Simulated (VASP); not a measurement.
# Ga (Cmcm) in VASP: notebook

Runs on Ga. Level: PBE. Tasks: single point.

Program: VASP 6.6.1. These are calculated values, not measurements. Logs are shortened: lines on timing, memory, paths and dates and some standing lists are left out, and cuts for length are marked.

## Step 1: The cell of the first run

Symmetry: Cmcm, No. 63, orthorhombic system. Conventional cell: a = 7.531 Å, b = 4.590 Å, c = 4.428 Å, α = 90.00°, β = 90.00°, γ = 90.00°. Ga (site symmetry m) has 7 Ga at 2.45 to 2.72 Å within 3.2 Å.

## Step 2: Single point, PBE

Input file INCAR:

```
SYSTEM = Ga
ALGO = Fast
EDIFF = 1E-7
ENCUT = 520
GGA = PE
ISIF = 2
ISMEAR = -1
LASPH = .TRUE.
LCHARG = .FALSE.
LREAL = .FALSE.
LWAVE = .FALSE.
NBANDS = 34
NELM = 80
PREC = Accurate
SIGMA = 0.05
```

Input file KPOINTS:

```
k-points
0
G
  7 7 6
  0 0 0
```

Input file POSCAR:

```
Ga
1.0
    3.7653697915     -2.2951847555      0.0000000000
    3.7653697915      2.2951847555      0.0000000000
    0.0000000000      0.0000000000      4.4275944830
Ga
4
Direct
    0.6655504900      0.0096853900      0.2500000000
    0.0096853900      0.6655504900      0.7500000000
    0.3344495100      0.9903146100      0.7500000000
    0.9903146100      0.3344495100      0.2500000000
```

Potentials or basis: VASP PAW PBE potentials, release 64 (Ga_d).

Started as:

```
> cat potpaw_PBE.64/Ga_d/POTCAR > POTCAR
> mpirun -np 1 vasp_std > vasp.out
```

OUTCAR:

```text
SYSTEM = Ga
   EDIFF = 1E-7
   ENCUT = 520
   GGA = PE
   ISIF = 2
   ISMEAR = -1
   LASPH = .TRUE.
   LREAL = .FALSE.
   NELM = 80
   PREC = Accurate

 ion  position               nearest neighbor table
   1  0.666  0.010  0.250-   4 2.45   4 2.65   4 2.65   3 2.67   3 2.67   2 2.72   2 2.72
   2  0.010  0.666  0.750-   3 2.45   3 2.65   3 2.65   4 2.67   4 2.67   1 2.72   1 2.72
   3  0.334  0.990  0.750-   2 2.45   2 2.65   2 2.65   1 2.67   1 2.67   4 2.72   4 2.72
   4  0.990  0.334  0.250-   1 2.45   1 2.65   1 2.65   2 2.67   2 2.67   3 2.72   3 2.72

  LATTYP: Found a base centered orthorhombic cell.
 ALAT       =     4.5903695110
 B/A-ratio  =     1.6405519349
 C/A-ratio  =     0.9645398856

  Lattice vectors:

 A1 = (  -3.7653697915,  -2.2951847555,   0.0000000000)
 A2 = (   3.7653697915,  -2.2951847555,   0.0000000000)
 A3 = (   0.0000000000,   0.0000000000,   4.4275944830)

Analysis of symmetry for initial positions (statically):
=====================================================================
 Subroutine PRICEL returns:
 Original cell was already a primitive cell.

 Routine SETGRP: Setting up the symmetry group for a
 base centered orthorhombic supercell.

 Subroutine GETGRP returns: Found  8 space group operations
 (whereof  4 operations were pure point group operations)
 out of a pool of  8 trial point group operations.

The static configuration has the point symmetry C_2h.
 The point group associated with its full space group is D_2h.

Analysis of symmetry for dynamics (positions and initial velocities):
=====================================================================
 Subroutine PRICEL returns:
 Original cell was already a primitive cell.

 Routine SETGRP: Setting up the symmetry group for a
 base centered orthorhombic supercell.

 Subroutine GETGRP returns: Found  8 space group operations
 (whereof  4 operations were pure point group operations)
 out of a pool of  8 trial point group operations.

The dynamic configuration has the point symmetry C_2h.
 The point group associated with its full space group is D_2h.

 Subroutine INISYM returns: Found  8 space group operations
 (whereof  4 operations are pure point group operations),
 and found     1 'primitive' translations

----------------------------------------------------------------------------------------

                                     Primitive cell

  volume of cell :      76.5285

  direct lattice vectors                    reciprocal lattice vectors
[... 88 lines left out ...]
   LASPH  =      T    aspherical Exc in radial PAW
   ENCUT  =  520.0 eV  38.22 Ry    6.18 a.u.   8.20  8.20  8.23*2*pi/ulx,y,z
   NELM   =     80;   NELMIN=  2; NELMDL= -5     # of ELM steps
   EDIFF  = 0.1E-06   stopping-criterion for ELM
   LREAL  =      F    real-space projection
   EDIFFG = 0.1E-05   stopping-criterion for IOM
   NSW    =      0    number of steps for IOM
   IBRION =     -1    ionic relax: 0-MD 1-quasi-New 2-CG
   NFREE  =      0    steps in history (QN), initial steepest desc. (CG)
   ISIF   =      2    stress and relaxation
   ISYM   =      2    0-nonsym 1-usesym 2-fastsym
   POTIM  = 0.5000    time-step for ionic-motion
   TEBEG  =    0.0;   TEEND  =   0.0 temperature during run
   PSTRESS=    0.0 pullay stress
   NELECT =      52.0000    total number of electrons
   NUPDOWN=      -1.0000    fix difference up-down
   EMIN   =  10.00;   EMAX   =-10.00  energy-range for DOS
   EFERMI =   0.00;   METHOD = LEGACY
   ISMEAR =    -1;   SIGMA  =   0.05  broadening in eV -4-tet -1-fermi 0-gaus
   EFERMI_NEDOS =   21; number of points for ismear=-14 and -15
   IALGO  =     68    algorithm
   IMIX   =      4    mixing-type and parameters
     AMIX     =   0.40;   BMIX     =  1.00
     AMIX_MAG =   1.60;   BMIX_MAG =  1.00
  volume/ion in A,a.u.               =      19.13       129.11
  Fermi-wavevector in a.u.,A,eV,Ry     =   1.439246  2.719780 28.183487  2.071428
  Thomas-Fermi vector in A             =   2.558123
   LORBIT       =      0    0 simple, 1 ext, 2 COOP (PROOUT), +10 PAW based schemes
   GGA     = PE    functional components
   LHFCALC =     F    Hartree Fock is set to
   AEXX    =    0.0000 exact exchange contribution
   IVDW    =     0    specifies the selected vdW correction
   LEPSILON=     F    determine dielectric tensor
   LRPA    =     F    only Hartree local field effects (RPA)
 non-spin polarized calculation
 RMM-DIIS sequential band-by-band and
  energy-cutoff  :      520.00
  volume of cell :       76.53
 maximum number of plane-waves:      2078
 NGX is ok and might be reduce to    36
   NGX = 17   NGY = 17   NGZ = 17

 number of electron      51.9999993 magnetization

 Free energy of the ion-electron system (eV)
  ---------------------------------------------------
  ext. energy  EPLUGINS =         0.00000000
  ---------------------------------------------------
  free energy    TOTEN  =       -11.46979317 eV

  energy without entropy =      -11.46500736  energy(sigma->0) =      -11.46740026

 E-fermi :   5.3085     XC(G=0): -10.6939

 val. band max:        5.3020361447   @ k =   0.4286  -0.0000   0.0000
 cond. band min:       5.3287433395   @ k =   0.1429  -0.0000   0.1667
 fundamental gap:      0.0267071948
 Fermi energy:         5.3085027270

 k-point     1 :       0.0000    0.0000    0.0000
  band No.  band energies     occupation
      1     -10.0069      2.00000
      2      -9.9767      2.00000
      3      -9.9541      2.00000
      4      -9.9055      2.00000
      5      -9.8348      2.00000
      6      -9.8186      2.00000
[... 877 lines left out ...]
     33      13.2737      0.00000
     34      13.6382      0.00000

 [... further k-points ...]
[... 5 lines left out ...]
  --------------------------------------------------------------------------------------
  -------------------------------------------------------------------------------------
  Total        3.3943981      2.6056509      2.9376272      0.0000000      0.0000000      0.0000000
  in kB       71.0640975     54.5511234     61.5012779      0.0000000      0.0000000      0.0000000
  external PRESSURE =      62.3721662 kB  Pullay stress =       0.0000000 kB

 VOLUME and BASIS-vectors are now :
 -----------------------------------------------------------------------------
  energy-cutoff  :      520.00
  volume of cell :       76.53
      direct lattice vectors                 reciprocal lattice vectors
     3.765369791 -2.295184755  0.000000000     0.132789083 -0.217847386  0.000000000
     3.765369791  2.295184755  0.000000000     0.132789083  0.217847386  0.000000000
     0.000000000  0.000000000  4.427594483     0.000000000  0.000000000  0.225856276

 POSITION                                       TOTAL-FORCE (eV/Angst)
 -----------------------------------------------------------------------------------
      2.54251     -1.50533      1.10690        -0.003657      0.081401      0.000000
      2.54251      1.50533      3.32070        -0.003657     -0.081401      0.000000
      4.98823      1.50533      3.32070         0.003657     -0.081401      0.000000
      4.98823     -1.50533      1.10690         0.003657      0.081401      0.000000
 -----------------------------------------------------------------------------------
    total drift:                                0.000000      0.000000     -0.000000

  FREE ENERGIE OF THE ION-ELECTRON SYSTEM (eV)
  ---------------------------------------------------
  free  energy   TOTEN  =       -11.4697931721 eV

  energy  without entropy=      -11.4650073551  energy(sigma->0) =      -11.46740026
```

OSZICAR:

```text
N       E                     dE             d eps       ncg     rms          rms(c)
DAV:   1     0.357864880344E+03    0.35786E+03   -0.25562E+04  4496   0.292E+03
DAV:   2     0.325939507071E+02   -0.32527E+03   -0.31703E+03  4464   0.531E+02
DAV:   3    -0.101415254350E+02   -0.42735E+02   -0.42169E+02  4822   0.151E+02
DAV:   4    -0.115532784740E+02   -0.14118E+01   -0.14042E+01  5128   0.304E+01
DAV:   5    -0.115817334549E+02   -0.28455E-01   -0.28448E-01  5470   0.446E+00    0.270E+00
RMM:   6    -0.114911464908E+02    0.90587E-01   -0.19497E-01  5529   0.446E+00    0.148E+00
RMM:   7    -0.114702934104E+02    0.20853E-01   -0.71399E-02  5949   0.240E+00    0.319E-01
RMM:   8    -0.114692769966E+02    0.10164E-02   -0.10741E-02  5839   0.910E-01    0.550E-02
RMM:   9    -0.114697190990E+02   -0.44210E-03   -0.31091E-03  7082   0.413E-01    0.333E-02
RMM:  10    -0.114697940455E+02   -0.74946E-04   -0.37872E-04  5911   0.172E-01    0.146E-02
RMM:  11    -0.114697888418E+02    0.52037E-05   -0.11967E-04  6368   0.957E-02    0.291E-03
RMM:  12    -0.114697927069E+02   -0.38651E-05   -0.41641E-05  6988   0.438E-02    0.155E-03
RMM:  13    -0.114697931865E+02   -0.47961E-06   -0.40666E-06  6112   0.174E-02    0.130E-03
RMM:  14    -0.114697931212E+02    0.65334E-07   -0.16792E-06  5939   0.110E-02    0.251E-04
RMM:  15    -0.114697931721E+02   -0.50934E-07   -0.46669E-07  4082   0.553E-03
   1 F= -.11469793E+02 E0= -.11467400E+02  d E =-.478582E-02
```

stdout:

```text
POSCAR found type information on POSCAR Ga
 POSCAR found :  1 types and       4 ions
 scaLAPACK will be used
 LDA part: xc-table for (Slater+PW92), standard interpolation
 POSCAR, INCAR and KPOINTS ok, starting setup
 FFT: planning ... GRIDC
 FFT: planning ... GRID_SOFT
 FFT: planning ... GRID
 WAVECAR not read
 entering main loop
WARNING in EDDRMM: call to ZHEGV failed, returncode =   8  4     31
WARNING in EDDRMM: call to ZHEGV failed, returncode =   8  4     30
WARNING in EDDRMM: call to ZHEGV failed, returncode =   6  3     29
```

Wall time 4.9 min (1 thread of AMD EPYC 7R43 (Zen 3), shared host); peak memory 0.23 GiB.

Results:

```yaml
Free_energy: -11.4698 eV
Pressure: 6.2 GPa
Largest_force: 0.081 eV/Å
Band_gap_on_the_k_mesh: zero (band 26 reaches 5.61 eV, above the bottom of band 27 at 4.91 eV)
```

Forces on the atoms (eV/Å):
```
Ga  -0.004  0.081  0.000
Ga  -0.004 -0.081  0.000
Ga   0.004 -0.081  0.000
Ga   0.004  0.081  0.000
```

## Step 3: Single point, PBE

This run uses another cell than the first one, of 19.53 Å³/atom, 1.021 times its volume.

Input file INCAR:

```
PREC = Accurate ; ENCUT = 520
EDIFF = 1E-6 ; ISMEAR = -1
SIGMA = 0.05 ; LREAL = False
LASPH = True ; NELM = 60
ALGO = Fast ; ISIF = 2
LWAVE = False ; LCHARG = True
GGA = PE ; LELF = True
LVHAR = True ; NBANDS = 34
```

Input file KPOINTS:

```
Automatic mesh
0
Gamma
  7 7 6
```

Input file POSCAR:

```
Ga
1.0
    3.7913386797     -2.3110141161      0.0000000000
    3.7913386797      2.3110141161      0.0000000000
    0.0000000000      0.0000000000      4.4581305823
Ga
4
Direct
    0.6655504900      0.0096853900      0.2500000000
    0.0096853900      0.6655504900      0.7500000000
    0.3344495100      0.9903146100      0.7500000000
    0.9903146100      0.3344495100      0.2500000000
```

Potentials or basis: VASP PAW PBE potentials, release 64 (Ga_d).

Started as:

```
> cat potpaw_PBE.64/Ga_d/POTCAR > POTCAR
> mpirun -np 1 vasp_std > vasp.out
```

OUTCAR:

```text
PREC = Accurate
   ENCUT = 520
   EDIFF = 1E-6
   ISMEAR = -1
   LREAL = False
   LASPH = True
   NELM = 60
   ISIF = 2
   GGA = PE

 ion  position               nearest neighbor table
   1  0.666  0.010  0.250-   4 2.46   4 2.67   4 2.67   3 2.69   3 2.69   2 2.74   2 2.74
   2  0.010  0.666  0.750-   3 2.46   3 2.67   3 2.67   4 2.69   4 2.69   1 2.74   1 2.74
   3  0.334  0.990  0.750-   2 2.46   2 2.67   2 2.67   1 2.69   1 2.69   4 2.74   4 2.74
   4  0.990  0.334  0.250-   1 2.46   1 2.67   1 2.67   2 2.69   2 2.69   3 2.74   3 2.74

  LATTYP: Found a base centered orthorhombic cell.
[... 1085 lines left out ...]

 [... further k-points ...]
[... 5 lines left out ...]
  --------------------------------------------------------------------------------------
  -------------------------------------------------------------------------------------
  Total        2.6035620      1.9597752      2.2057081      0.0000000     -0.0000000      0.0000000
  in kB       53.3949953     40.1919314     45.2356313      0.0000000     -0.0000000      0.0000000
  external PRESSURE =      46.2741860 kB  Pullay stress =       0.0000000 kB

 VOLUME and BASIS-vectors are now :
 -----------------------------------------------------------------------------
  energy-cutoff  :      520.00
  volume of cell :       78.12
      direct lattice vectors                 reciprocal lattice vectors
     3.791338680 -2.311014116  0.000000000     0.131879540 -0.216355234  0.000000000
     3.791338680  2.311014116  0.000000000     0.131879540  0.216355234  0.000000000
     0.000000000  0.000000000  4.458130582     0.000000000  0.000000000  0.224309266

 POSITION                                       TOTAL-FORCE (eV/Angst)
 -----------------------------------------------------------------------------------
      2.56005     -1.51571      1.11453        -0.006093      0.064040     -0.000000
      2.56005      1.51571      3.34360        -0.006093     -0.064040     -0.000000
      5.02263      1.51571      3.34360         0.006093     -0.064040      0.000000
      5.02263     -1.51571      1.11453         0.006093      0.064040      0.000000
 -----------------------------------------------------------------------------------
    total drift:                                0.000000      0.000000     -0.000000

  FREE ENERGIE OF THE ION-ELECTRON SYSTEM (eV)
  ---------------------------------------------------
  free  energy   TOTEN  =       -11.5244965477 eV

  energy  without entropy=      -11.5197757054  energy(sigma->0) =      -11.52213613
```

stdout:

```text
POSCAR found type information on POSCAR Ga
 POSCAR found :  1 types and       4 ions
 scaLAPACK will be used
 LDA part: xc-table for (Slater+PW92), standard interpolation
 POSCAR, INCAR and KPOINTS ok, starting setup
 FFT: planning ... GRIDC
 FFT: planning ... GRID_SOFT
 FFT: planning ... GRID
 WAVECAR not read
 entering main loop
```

Run time: 4.5 min. Hardware: 1 thread of AMD EPYC 7R43 (Zen 3), shared host; peak memory 0.23 GiB.

What came out:

- Free energy: -11.5245 eV
- Pressure: 4.6 GPa
- Largest force: 0.064 eV/Å
- Band gap on the k mesh: zero (band 26 reaches 5.44 eV, above the bottom of band 27 at 4.70 eV)

Forces on the atoms (eV/Å):
```
Ga  -0.006  0.064  0.000
Ga  -0.006 -0.064  0.000
Ga   0.006 -0.064  0.000
Ga   0.006  0.064  0.000
```
